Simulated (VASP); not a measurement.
# HgTe (Coloradoite) (F-43m) in VASP: a series of runs, part 2 of 2

VASP 6.6.1. Earlier steps stand in the parts before.

## Step 3: Single point, r2SCAN+D4

This run uses another cell than the first one, of 34.54 Å³/atom, 1.020 times its volume.

POSCAR reads:

```
HgTe
1.0
    0.0000000000      3.2568009036      3.2568009036
    3.2568009036      0.0000000000      3.2568009036
    3.2568009036      3.2568009036      0.0000000000
Hg Te
1 1
Direct
    0.0000000000      0.0000000000      0.0000000000
    0.7500000000      0.7500000000      0.7500000000
```

INCAR.step1 reads:

```
PREC     = Accurate       # precision mode
ENCUT    = 520            # plane-wave cutoff, eV
ISMEAR   = -1             # smearing method
SIGMA    = 0.05           # smearing width, eV
LREAL    = False          # projectors in reciprocal space
LASPH    = True           # aspherical terms in the spheres
NELM     = 80             # most SCF steps
NBANDS   = 16             # bands
GGA      = PE             # functional
ALGO     = Normal         # electronic algorithm
EDIFF    = 1E-4           # SCF threshold, eV
LWAVE    = True           # write WAVECAR
LCHARG   = False          # write CHGCAR
```

INCAR.step2 reads:

```
PREC     = Accurate       # precision mode
ENCUT    = 520            # plane-wave cutoff, eV
EDIFF    = 1E-6           # SCF threshold, eV
ISMEAR   = -1             # smearing method
SIGMA    = 0.05           # smearing width, eV
LREAL    = False          # projectors in reciprocal space
LASPH    = True           # aspherical terms in the spheres
NELM     = 80             # most SCF steps
ALGO     = Normal         # electronic algorithm
ISIF     = 2              # what is computed and relaxed
LWAVE    = False          # write WAVECAR
LCHARG   = True           # write CHGCAR
METAGGA  = R2SCAN         # meta-GGA
LMIXTAU  = True         
IVDW     = 13             # dispersion correction
VDW_S6   = 1.0          
VDW_S8   = 0.6018749    
VDW_A1   = 0.51559235   
VDW_A2   = 5.77342911   
LELF     = True           # ELF
LVHAR    = True         
NBANDS   = 16             # bands
ISTART   = 1
```

KPOINTS reads:

```
regular mesh
0
Gamma
  7 7 7
```

Potentials or basis: VASP PAW PBE potentials, release 64 (Hg, Te).

Run with:

```console
> cat potpaw_PBE.64/Hg/POTCAR potpaw_PBE.64/Te/POTCAR > POTCAR
> cp INCAR.step1 INCAR
> mpirun -np 1 vasp_std > vasp.out
> cp INCAR.step2 INCAR
> mpirun -np 1 vasp_std > vasp.out
```

OUTCAR:

```text
PREC = Accurate
   ENCUT = 520
   EDIFF = 1E-6
   ISMEAR = -1
   LREAL = False
   LASPH = True
   NELM = 80
   ISIF = 2
   METAGGA = R2SCAN
   IVDW = 13
   ISTART = 1

 ion  position               nearest neighbor table
   1  0.000  0.000  0.000-   2 2.82   2 2.82   2 2.82   2 2.82
   2  0.750  0.750  0.750-   1 2.82   1 2.82   1 2.82   1 2.82

  LATTYP: Found a face centered cubic cell.
 ALAT       =     6.5136018072

  Lattice vectors:

 A1 = (   0.0000000000,   3.2568009036,   3.2568009036)
 A2 = (   3.2568009036,   0.0000000000,   3.2568009036)
 A3 = (   3.2568009036,   3.2568009036,   0.0000000000)

Analysis of symmetry for initial positions (statically):
=====================================================================
 Subroutine PRICEL returns:
 Original cell was already a primitive cell.

 Routine SETGRP: Setting up the symmetry group for a
 face centered cubic supercell.

 Subroutine GETGRP returns: Found 24 space group operations
 (whereof 24 operations were pure point group operations)
 out of a pool of 48 trial point group operations.

The static configuration has the point symmetry T_d .

Analysis of symmetry for dynamics (positions and initial velocities):
=====================================================================
 Subroutine PRICEL returns:
 Original cell was already a primitive cell.

 Routine SETGRP: Setting up the symmetry group for a
 face centered cubic supercell.

 Subroutine GETGRP returns: Found 24 space group operations
 (whereof 24 operations were pure point group operations)
 out of a pool of 48 trial point group operations.

The dynamic configuration has the point symmetry T_d .

 Subroutine INISYM returns: Found 24 space group operations
 (whereof 24 operations are pure point group operations),
 and found     1 'primitive' translations

----------------------------------------------------------------------------------------

                                     Primitive cell

  volume of cell :      69.0882

  direct lattice vectors                    reciprocal lattice vectors
     0.000000000  3.256800904  3.256800904    -0.153524890  0.153524890  0.153524890
     3.256800904  0.000000000  3.256800904     0.153524890 -0.153524890  0.153524890
     3.256800904  3.256800904  0.000000000     0.153524890  0.153524890 -0.153524890

  length of vectors
     4.605812008  4.605812008  4.605812008     0.265912909  0.265912909  0.265912909

  position of ions in fractional coordinates (direct lattice)
     0.000000000  0.000000000  0.000000000
     0.750000000  0.750000000  0.750000000

  ion indices of the primitive-cell ions
   primitive index   ion index
                 1           1
                 2           2

----------------------------------------------------------------------------------------

 KPOINTS: regular mesh

Automatic generation of k-mesh.
 Grid dimensions read from file:
 generate k-points for:    7    7    7

 Generating k-lattice:

  Cartesian coordinates                     Fractional coordinates (reciprocal lattice)
    -0.021932127  0.021932127  0.021932127     0.142857143  0.000000000  0.000000000
     0.021932127 -0.021932127  0.021932127     0.000000000  0.142857143  0.000000000
     0.021932127  0.021932127 -0.021932127     0.000000000  0.000000000  0.142857143

  Length of vectors
     0.037987558  0.037987558  0.037987558

  Shift w.r.t. Gamma in fractional coordinates (k-lattice)
     0.000000000  0.000000000  0.000000000

 Subroutine IBZKPT returns following result:
 ===========================================

 Found     20 irreducible k-points:

 Following reciprocal coordinates:
            Coordinates               Weight
  0.000000  0.000000  0.000000      1.000000
  0.142857  0.000000  0.000000      8.000000
  0.285714  0.000000  0.000000      8.000000
  0.428571  0.000000  0.000000      8.000000
  0.142857  0.142857  0.000000      6.000000
  0.285714  0.142857  0.000000     24.000000
[... 12 lines left out ...]
 -0.428571  0.428571  0.142857     24.000000
 -0.285714  0.428571  0.142857     24.000000
   k-points           NKPTS =     20   k-points in BZ     NKDIM =     20   number of bands    NBANDS=     16
   number of dos      NEDOS =    301   number of ions     NIONS =      2
   total plane-waves  NPLWV =  46656
   dimension x,y,z NGX =    36 NGY =   36 NGZ =   36
   dimension x,y,z NGXF=    72 NGYF=   72 NGZF=   72
   ions per type =               1   1
   NGX,Y,Z   is equivalent  to a cutoff of  12.99, 12.99, 12.99 a.u.
   NGXF,Y,Z  is equivalent  to a cutoff of  25.99, 25.99, 25.99 a.u.
 SYSTEM =  unknown system
   PREC   = accura    normal or accurate (medium, high low for compatibility)
   ISTART =      1    job   : 0-new  1-cont  2-samecut
   ICHARG =      0    charge: 1-file 2-atom 10-const
   ISPIN  =      1    spin polarized calculation?
   LNONCOLLINEAR =      F non collinear calculations
   LSORBIT =      F    spin-orbit coupling
   LASPH  =      T    aspherical Exc in radial PAW
   ENCUT  =  520.0 eV  38.22 Ry    6.18 a.u.   8.56  8.56  8.56*2*pi/ulx,y,z
   NELM   =     80;   NELMIN=  2; NELMDL=  0     # of ELM steps
   EDIFF  = 0.1E-05   stopping-criterion for ELM
   LREAL  =      F    real-space projection
   EDIFFG = 0.1E-04   stopping-criterion for IOM
   NSW    =      0    number of steps for IOM
   IBRION =     -1    ionic relax: 0-MD 1-quasi-New 2-CG
   NFREE  =      0    steps in history (QN), initial steepest desc. (CG)
   ISIF   =      2    stress and relaxation
   ISYM   =      2    0-nonsym 1-usesym 2-fastsym
   POTIM  = 0.5000    time-step for ionic-motion
   TEBEG  =    0.0;   TEEND  =   0.0 temperature during run
   PSTRESS=    0.0 pullay stress
   NELECT =      18.0000    total number of electrons
   NUPDOWN=      -1.0000    fix difference up-down
   EMIN   =  10.00;   EMAX   =-10.00  energy-range for DOS
   EFERMI =   0.00;   METHOD = LEGACY
   ISMEAR =    -1;   SIGMA  =   0.05  broadening in eV -4-tet -1-fermi 0-gaus
   EFERMI_NEDOS =   21; number of points for ismear=-14 and -15
   IALGO  =     38    algorithm
   IMIX   =      4    mixing-type and parameters
     AMIX     =   0.40;   BMIX     =  1.00
     AMIX_MAG =   1.60;   BMIX_MAG =  1.00
  volume/ion in A,a.u.               =      34.54       233.11
  Fermi-wavevector in a.u.,A,eV,Ry     =   1.045597  1.975892 14.874892  1.093274
  Thomas-Fermi vector in A             =   2.180400
   LORBIT       =      0    0 simple, 1 ext, 2 COOP (PROOUT), +10 PAW based schemes
   METAGGA = R2SCAN    functional components
   LHFCALC =     F    Hartree Fock is set to
   AEXX    =    0.0000 exact exchange contribution
   IVDW    =    13    specifies the selected vdW correction
   LEPSILON=     F    determine dielectric tensor
   LRPA    =     F    only Hartree local field effects (RPA)
 non-spin polarized calculation
  energy-cutoff  :      520.00
  volume of cell :       69.09
 maximum number of plane-waves:      1877
 NGX is ok and might be reduce to    36
   NGX = 17   NGY = 17   NGZ = 17

 number of electron      18.0000002 magnetization

 Free energy of the ion-electron system (eV)
  ---------------------------------------------------
  ext. energy  EPLUGINS =         0.00000000
  ---------------------------------------------------
  free energy    TOTEN  =       -75.15235821 eV

  energy without entropy =      -75.15164300  energy(sigma->0) =      -75.15200060

 E-fermi :   2.6688     XC(G=0):  -9.2064

 val. band max:        2.6266254430   @ k =   0.0000   0.0000   0.0000
 cond. band min:       3.5452986640   @ k =   0.1429   0.0000   0.0000
 fundamental gap:      0.9186732209
 Fermi energy:         2.6687520219

 k-point     1 :       0.0000    0.0000    0.0000
  band No.  band energies     occupation
      1      -9.6118      2.00000
      2      -4.8818      2.00000
      3      -4.8818      2.00000
      4      -4.8818      2.00000
      5      -4.3374      2.00000
      6      -4.3374      2.00000
[... 8 lines left out ...]
     15      12.6359      0.00000
     16      12.6359      0.00000
[... 343 lines left out ...]
 k-point    20 :      -0.2857    0.4286    0.1429
  band No.  band energies     occupation
      1      -8.8559      2.00000
      2      -4.6621      2.00000
      3      -4.6164      2.00000
      4      -4.4043      2.00000
      5      -4.3471      2.00000
      6      -3.7793      2.00000
[... 8 lines left out ...]
     15      13.1953      0.00000
     16      14.9297      0.00000

------------------------ aborting loop because EDIFF is reached ----------------------------------------

  DFT-D4 for vdW energy calculation

  Edisp (eV):   -0.26486

  FORCE on cell =-STRESS in cart. coord.  units (eV):
  Direction    XX          YY          ZZ          XY          YZ          ZX
  --------------------------------------------------------------------------------------
  -------------------------------------------------------------------------------------
  Total       0.29983     0.29983     0.29983     0.00000     0.00000     0.00000
  in kB       6.95310     6.95310     6.95310     0.00000     0.00000     0.00000
  external pressure =        6.95 kB  Pullay stress =        0.00 kB

 VOLUME and BASIS-vectors are now :
 -----------------------------------------------------------------------------
  energy-cutoff  :      520.00
  volume of cell :       69.09
      direct lattice vectors                 reciprocal lattice vectors
     0.000000000  3.256800904  3.256800904    -0.153524890  0.153524890  0.153524890
     3.256800904  0.000000000  3.256800904     0.153524890 -0.153524890  0.153524890
     3.256800904  3.256800904  0.000000000     0.153524890  0.153524890 -0.153524890

 POSITION                                       TOTAL-FORCE (eV/Angst)
 -----------------------------------------------------------------------------------
      0.00000      0.00000      0.00000        -0.000000     -0.000000     -0.000000
      4.88520      4.88520      4.88520         0.000000      0.000000      0.000000
 -----------------------------------------------------------------------------------
    total drift:                               -0.000000     -0.000000     -0.000000

  FREE ENERGIE OF THE ION-ELECTRON SYSTEM (eV)
  ---------------------------------------------------
  free  energy   TOTEN  =       -75.4172218305 eV

  energy  without entropy=      -75.4165066161  energy(sigma->0) =      -75.41686422
```

Run time: 1.9 min. Hardware: 1 thread of AMD EPYC 7R43 (Zen 3), shared host; peak memory 0.18 GiB.

Results:

```yaml
Free_energy: -75.4172 eV
Pressure: 0.7 GPa
Band_gap_on_the_k_mesh: zero (filled and empty bands touch)
Dispersion_energy_per_atom: -0.132 eV
```

Caveat: the PAW data sets were made with another functional, which shifts forces and pressure a little; spin-orbit coupling is left out, which moves the levels of the heavy elements; pairwise dispersion overbinds metals, which lowers pressure and volume.
